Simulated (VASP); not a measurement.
The system is MgO.

```xyz
2
Lattice="0.0000 2.2763 2.2763 2.2763 0.0000 2.2763 2.2763 2.2763 0.0000" Properties=species:S:1:pos:R:3 pbc="T T T"
Mg    0.0000    0.0000    0.0000
O     2.2763    2.2763    2.2763
```

```yaml
Program: VASP 6.6.1
Task: relaxation of cell and atoms
Functional: PBE
Potentials_or_basis: VASP PAW PBE potentials, release 64 (Mg, O)
Cutoff: 600 eV
k_mesh: 8 × 8 × 8
Occupations: gaussian, width 0.1 eV
Spin: no spin polarisation
```

At the start: pressure -20.8 GPa; volume 11.79 Å³/atom.

Question: How do energy, volume and symmetry change on relaxing?

Answer: Over 3 steps the energy falls by 174.1 meV/atom and the volume is 9.55 Å³/atom (-19.0 %); space group Fm-3m (No. 225, to 0.05 Å).

Step by step:
| step | energy change (eV) | largest force (eV/Å) | pressure (GPa) | volume (Å³) |
| --- | --- | --- | --- | --- |
| 1 | 0.0000 | 0.0000 | -20.81 | 23.59 |
| 2 | -0.3445 | 0.0000 | 3.20 | 18.74 |
| 3 | -0.3482 | 0.0000 | 0.08 | 19.10 |

Final structure:
```
CELL_PARAMETERS angstrom
0.00000 2.12174 2.12174
2.12174 0.00000 2.12174
2.12174 2.12174 0.00000
ATOMIC_POSITIONS crystal
Mg 0.00000 0.00000 0.00000
O 0.50000 0.50000 0.50000
```

Caveat: the volume moved by over 15 % at a fixed basis, so the end points are rough.
